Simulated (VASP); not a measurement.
# AlN (P6_3mc) in VASP: notebook

AlN is run at these levels: r2SCAN; tasks: single point.

Program: VASP 6.6.1. These are calculated values, not measurements. Logs are shortened: lines on timing, memory, paths and dates and some standing lists are left out, and cuts for length are marked.

## Step 1: The cell of the first run

The structure is hexagonal, space group P6_3mc (No. 186). Conventional cell: a = 3.106 Å, b = 3.106 Å, c = 4.978 Å, α = 90.00°, β = 90.00°, γ = 120.00°. Al (site symmetry 3m) has 4 N at 1.89 to 1.90 Å within 2.5 Å. N (site symmetry 3m) has 4 Al at 1.89 to 1.90 Å within 2.5 Å.

## Step 2: Single point, r2SCAN

POSCAR

```
AlN
1.0
    3.1064457294      0.0000000000      0.0000000000
   -1.5532228647      2.6902609172      0.0000000000
    0.0000000000      0.0000000000      4.9776635716
Al N
2 2
Direct
    0.6666666667      0.3333333333      0.4991970171
    0.3333333333      0.6666666667      0.9991970171
    0.6666666667      0.3333333333      0.8808029829
    0.3333333333      0.6666666667      0.3808029829
```

INCAR.step1

```
ALGO = Normal
EDIFF = 1E-4
ENCUT = 520
GGA = PE
ISMEAR = 0
LASPH = True
LCHARG = False
LREAL = False
LWAVE = True
NBANDS = 16
NELM = 60
PREC = Accurate
SIGMA = 0.1
```

INCAR.step2

```
ALGO = Normal
EDIFF = 1E-6
ENCUT = 520
ISIF = 2
ISMEAR = 0
ISTART = 1
LASPH = True
LCHARG = True
LELF = True
LMIXTAU = True
LREAL = False
LVHAR = True
LWAVE = False
METAGGA = R2SCAN
NBANDS = 16
NELM = 60
PREC = Accurate
SIGMA = 0.1
```

KPOINTS

```
k-points
0
Gamma
  6 6 4
```

Potentials or basis: VASP PAW PBE potentials, release 64 (Al, N).

Started as:

```sh
$ cat potpaw_PBE.64/Al/POTCAR potpaw_PBE.64/N/POTCAR > POTCAR
$ cp INCAR.step1 INCAR
$ mpirun -np 1 vasp_std > vasp.out
$ cp INCAR.step2 INCAR
$ mpirun -np 1 vasp_std > vasp.out
```

OUTCAR:

```text
EDIFF = 1E-6
   ENCUT = 520
   ISIF = 2
   ISMEAR = 0
   ISTART = 1
   LASPH = True
   LREAL = False
   METAGGA = R2SCAN
   NELM = 60
   PREC = Accurate

 ion  position               nearest neighbor table
   1  0.667  0.333  0.499-   4 1.89   4 1.89   4 1.89   3 1.90   2 3.07   2 3.07   2 3.07   2 3.07
                             2 3.07   2 3.07
   2  0.333  0.667  0.999-   3 1.89   3 1.89   3 1.89   4 1.90   1 3.07   1 3.07   1 3.07   1 3.07
                             1 3.07   1 3.07
   3  0.667  0.333  0.881-   2 1.89   2 1.89   2 1.89   1 1.90
   4  0.333  0.667  0.381-   1 1.89   1 1.89   1 1.89   2 1.90

  LATTYP: Found a hexagonal cell.
 ALAT       =     3.1064457294
 C/A-ratio  =     1.6023661783

  Lattice vectors:

 A1 = (   3.1064457294,   0.0000000000,   0.0000000000)
 A2 = (  -1.5532228647,   2.6902609172,   0.0000000000)
 A3 = (   0.0000000000,   0.0000000000,   4.9776635716)

Analysis of symmetry for initial positions (statically):
=====================================================================
 Subroutine PRICEL returns:
 Original cell was already a primitive cell.

 Routine SETGRP: Setting up the symmetry group for a
 hexagonal supercell.

 Subroutine GETGRP returns: Found 12 space group operations
 (whereof  6 operations were pure point group operations)
 out of a pool of 24 trial point group operations.

The static configuration has the point symmetry C_3v.
 The point group associated with its full space group is C_6v.

Analysis of symmetry for dynamics (positions and initial velocities):
=====================================================================
 Subroutine PRICEL returns:
 Original cell was already a primitive cell.

 Routine SETGRP: Setting up the symmetry group for a
 hexagonal supercell.

 Subroutine GETGRP returns: Found 12 space group operations
 (whereof  6 operations were pure point group operations)
 out of a pool of 24 trial point group operations.

The dynamic configuration has the point symmetry C_3v.
 The point group associated with its full space group is C_6v.

 Subroutine INISYM returns: Found 12 space group operations
 (whereof  6 operations are pure point group operations),
 and found     1 'primitive' translations

[... 92 lines left out ...]
   ENCUT  =  520.0 eV  38.22 Ry    6.18 a.u.   5.78  5.78  9.26*2*pi/ulx,y,z
   NELM   =     60;   NELMIN=  2; NELMDL=  0     # of ELM steps
   EDIFF  = 0.1E-05   stopping-criterion for ELM
   LREAL  =      F    real-space projection
   EDIFFG = 0.1E-04   stopping-criterion for IOM
   NSW    =      0    number of steps for IOM
   IBRION =     -1    ionic relax: 0-MD 1-quasi-New 2-CG
   NFREE  =      0    steps in history (QN), initial steepest desc. (CG)
   ISIF   =      2    stress and relaxation
   ISYM   =      2    0-nonsym 1-usesym 2-fastsym
   POTIM  = 0.5000    time-step for ionic-motion
   TEBEG  =    0.0;   TEEND  =   0.0 temperature during run
   PSTRESS=    0.0 pullay stress
   NELECT =      16.0000    total number of electrons
   NUPDOWN=      -1.0000    fix difference up-down
   EMIN   =  10.00;   EMAX   =-10.00  energy-range for DOS
   EFERMI =   0.00;   METHOD = LEGACY
   ISMEAR =     0;   SIGMA  =   0.10  broadening in eV -4-tet -1-fermi 0-gaus
   EFERMI_NEDOS =   21; number of points for ismear=-14 and -15
   IALGO  =     38    algorithm
   IMIX   =      4    mixing-type and parameters
     AMIX     =   0.40;   BMIX     =  1.00
     AMIX_MAG =   1.60;   BMIX_MAG =  1.00
  volume/ion in A,a.u.               =      10.40        70.18
  Fermi-wavevector in a.u.,A,eV,Ry     =   1.190566  2.249844 19.285553  1.417448
  Thomas-Fermi vector in A             =   2.326648
   LORBIT       =      0    0 simple, 1 ext, 2 COOP (PROOUT), +10 PAW based schemes
   METAGGA = R2SCAN    functional components
   LHFCALC =     F    Hartree Fock is set to
   AEXX    =    0.0000 exact exchange contribution
   IVDW    =     0    specifies the selected vdW correction
   LEPSILON=     F    determine dielectric tensor
   LRPA    =     F    only Hartree local field effects (RPA)
 non-spin polarized calculation
 Gauss-broadening in eV      SIGMA  =   0.10
  energy-cutoff  :      520.00
  volume of cell :       41.60
 maximum number of plane-waves:      1140
 NGX is ok and might be reduce to    24
   NGX = 11   NGY = 11   NGZ = 19

 number of electron      15.9999996 magnetization

 Free energy of the ion-electron system (eV)
  ---------------------------------------------------
  ext. energy  EPLUGINS =         0.00000000
  ---------------------------------------------------
  free energy    TOTEN  =       -38.45542567 eV

  energy without entropy =      -38.45542567  energy(sigma->0) =      -38.45542567

 E-fermi :   6.3743     XC(G=0): -11.4181

 val. band max:        5.9219968838   @ k =   0.0000   0.0000   0.0000
 cond. band min:      10.8451112657   @ k =   0.0000   0.0000   0.0000
 fundamental gap:      4.9231143819
 Fermi energy:         6.3743192079

 k-point     1 :       0.0000    0.0000    0.0000
  band No.  band energies     occupation
      1     -10.0608      2.00000
      2      -7.9374      2.00000
      3      -0.1493      2.00000
      4       5.0368      2.00000
      5       5.0368      2.00000
      6       5.6979      2.00000
[... 376 lines left out ...]
      3       1.0502      2.00000
      4       1.0502      2.00000
      5       2.0001      2.00000
      6       2.0001      2.00000
[... 8 lines left out ...]
     15      20.6866      0.00000
     16      20.6866      0.00000

------------------------ aborting loop because EDIFF is reached ----------------------------------------

  FORCE on cell =-STRESS in cart. coord.  units (eV):
  Direction    XX          YY          ZZ          XY          YZ          ZX
  --------------------------------------------------------------------------------------
  -------------------------------------------------------------------------------------
  Total       -0.0861091     -0.0861091     -0.0778228      0.0000000      0.0000000      0.0000000
  in kB       -3.3164701     -3.3164701     -2.9973245      0.0000000      0.0000000      0.0000000
  external PRESSURE =      -3.2100882 kB  Pullay stress =       0.0000000 kB

 VOLUME and BASIS-vectors are now :
 -----------------------------------------------------------------------------
  energy-cutoff  :      520.00
  volume of cell :       41.60
      direct lattice vectors                 reciprocal lattice vectors
     3.106445729  0.000000000  0.000000000     0.321911305  0.185855579  0.000000000
    -1.553222865  2.690260917  0.000000000     0.000000000  0.371711158  0.000000000
     0.000000000  0.000000000  4.977663572     0.000000000  0.000000000  0.200897466

 POSITION                                       TOTAL-FORCE (eV/Angst)
 -----------------------------------------------------------------------------------
      1.55322      0.89675      2.48483         0.000000     -0.000000     -0.004586
     -0.00000      1.79351      4.97367        -0.000000     -0.000000     -0.004586
      1.55322      0.89675      4.38434         0.000000      0.000000      0.004586
     -0.00000      1.79351      1.89551        -0.000000     -0.000000      0.004586
 -----------------------------------------------------------------------------------
    total drift:                               -0.000000     -0.000000     -0.025614

  FREE ENERGIE OF THE ION-ELECTRON SYSTEM (eV)
  ---------------------------------------------------
  free  energy   TOTEN  =       -38.4554256742 eV

  energy  without entropy=      -38.4554256742  energy(sigma->0) =      -38.45542567
```

Run time: 58 s. Hardware: 1 thread of Intel Xeon Platinum 8488C (Sapphire Rapids), shared host; peak memory 0.16 GiB.

Results:

```yaml
Free_energy: -38.4554 eV
Pressure: -0.3 GPa
Largest_force: 0.005 eV/Å
Band_gap_on_the_k_mesh: 4.92 eV, direct
```

Forces on the atoms (eV/Å):
```
Al   0.000  0.000 -0.005
Al   0.000  0.000 -0.005
N    0.000  0.000  0.005
N    0.000  0.000  0.005
```

Caveat: the PAW data sets were made with another functional, which shifts forces and pressure a little.

## Step 3: Single point, r2SCAN

POSCAR

```
AlN
1.0
    3.1065803345      0.0000000000      0.0000000000
   -1.5532901672      2.6903774885      0.0000000000
    0.0000000000      0.0000000000      4.9781461949
Al N
2 2
Direct
    0.6666666667      0.3333333333      0.4991989831
    0.3333333333      0.6666666667      0.9991989831
    0.6666666667      0.3333333333      0.8808010169
    0.3333333333      0.6666666667      0.3808010169
```

INCAR.step1

```
SYSTEM = AlN
  ALGO = Normal
  EDIFF = 1E-4
  ENCUT = 520
  GGA = PE
  ISMEAR = 0
  LASPH = .TRUE.
  LCHARG = .FALSE.
  LREAL = .FALSE.
  LWAVE = .TRUE.
  NBANDS = 16
  NELM = 100
  PREC = Accurate
  SIGMA = 0.02
```

INCAR.step2

```
SYSTEM = AlN
  ALGO = Normal
  EDIFF = 1E-7
  ENCUT = 520
  ISIF = 2
  ISMEAR = 0
  ISTART = 1
  LASPH = .TRUE.
  LCHARG = .FALSE.
  LMIXTAU = .TRUE.
  LREAL = .FALSE.
  LWAVE = .FALSE.
  METAGGA = R2SCAN
  NBANDS = 16
  NELM = 100
  PREC = Accurate
  SIGMA = 0.02
```

KPOINTS

```
k-points
0
G
  12 12 6
  0 0 0
```

Potentials or basis: VASP PAW PBE potentials, release 64 (Al, N).

Started as:

```sh
$ cat potpaw_PBE.64/Al/POTCAR potpaw_PBE.64/N/POTCAR > POTCAR
$ cp INCAR.step1 INCAR
$ mpirun -np 1 vasp_std > vasp.out
$ cp INCAR.step2 INCAR
$ mpirun -np 1 vasp_std > vasp.out
```

OUTCAR:

```text
SYSTEM = AlN
   EDIFF = 1E-7
   ENCUT = 520
   ISIF = 2
   ISMEAR = 0
   ISTART = 1
   LASPH = .TRUE.
   LREAL = .FALSE.
   METAGGA = R2SCAN
   NELM = 100
   PREC = Accurate

 ion  position               nearest neighbor table
   1  0.667  0.333  0.499-   4 1.89   4 1.89   4 1.89   3 1.90   2 3.07   2 3.07   2 3.07   2 3.07
                             2 3.07   2 3.07
   2  0.333  0.667  0.999-   3 1.89   3 1.89   3 1.89   4 1.90   1 3.07   1 3.07   1 3.07   1 3.07
                             1 3.07   1 3.07
   3  0.667  0.333  0.881-   2 1.89   2 1.89   2 1.89   1 1.90
[... 662 lines left out ...]
  --------------------------------------------------------------------------------------
  -------------------------------------------------------------------------------------
  Total       -0.0946009     -0.0946009     -0.0844478     -0.0000000      0.0000000      0.0000000
  in kB       -3.6428610     -3.6428610     -3.2518888     -0.0000000      0.0000000      0.0000000
  external PRESSURE =      -3.5125369 kB  Pullay stress =       0.0000000 kB

 VOLUME and BASIS-vectors are now :
 -----------------------------------------------------------------------------
  energy-cutoff  :      520.00
  volume of cell :       41.61
      direct lattice vectors                 reciprocal lattice vectors
     3.106580334  0.000000000  0.000000000     0.321897357  0.185847526  0.000000000
    -1.553290167  2.690377488  0.000000000     0.000000000  0.371695052  0.000000000
     0.000000000  0.000000000  4.978146195     0.000000000  0.000000000  0.200877990

 POSITION                                       TOTAL-FORCE (eV/Angst)
 -----------------------------------------------------------------------------------
      1.55329      0.89679      2.48509         0.000000     -0.000000     -0.003220
     -0.00000      1.79358      4.97416        -0.000000      0.000000     -0.003220
      1.55329      0.89679      4.38476        -0.000000      0.000000      0.003220
     -0.00000      1.79358      1.89568        -0.000000     -0.000000      0.003220
 -----------------------------------------------------------------------------------
    total drift:                               -0.000000     -0.000000     -0.025625

  FREE ENERGIE OF THE ION-ELECTRON SYSTEM (eV)
  ---------------------------------------------------
  free  energy   TOTEN  =       -38.4564737686 eV

  energy  without entropy=      -38.4564737686  energy(sigma->0) =      -38.45647377
```

OUTCAR.step1:

```text
SYSTEM = AlN
   EDIFF = 1E-4
   ENCUT = 520
   GGA = PE
   ISMEAR = 0
   LASPH = .TRUE.
   LREAL = .FALSE.
   NELM = 100
[... 688 lines left out ...]
     -0.00000      1.79358      4.97416        -0.000000      0.000000     -0.008952
      1.55329      0.89679      4.38476         0.000000      0.000000      0.008952
     -0.00000      1.79358      1.89568        -0.000000      0.000000      0.008952
 -----------------------------------------------------------------------------------
    total drift:                               -0.000000      0.000000     -0.001006

  FREE ENERGIE OF THE ION-ELECTRON SYSTEM (eV)
  ---------------------------------------------------
  free  energy   TOTEN  =       -29.7676646349 eV

  energy  without entropy=      -29.7676646349  energy(sigma->0) =      -29.76766463
```

Run time: 3.3 min. Hardware: 1 thread of Intel Xeon Platinum 8488C (Sapphire Rapids), shared host; peak memory 0.18 GiB.

What came out:

```yaml
Free_energy: -38.4565 eV
Pressure: -0.4 GPa
Largest_force: 0.003 eV/Å
Band_gap_on_the_k_mesh: 4.92 eV, direct
```

Forces on the atoms (eV/Å):
```
Al   0.000  0.000 -0.003
Al   0.000  0.000 -0.003
N    0.000  0.000  0.003
N    0.000  0.000  0.003
```

Caveat: the PAW data sets were made with another functional, which shifts forces and pressure a little. A k mesh can miss the band edges.
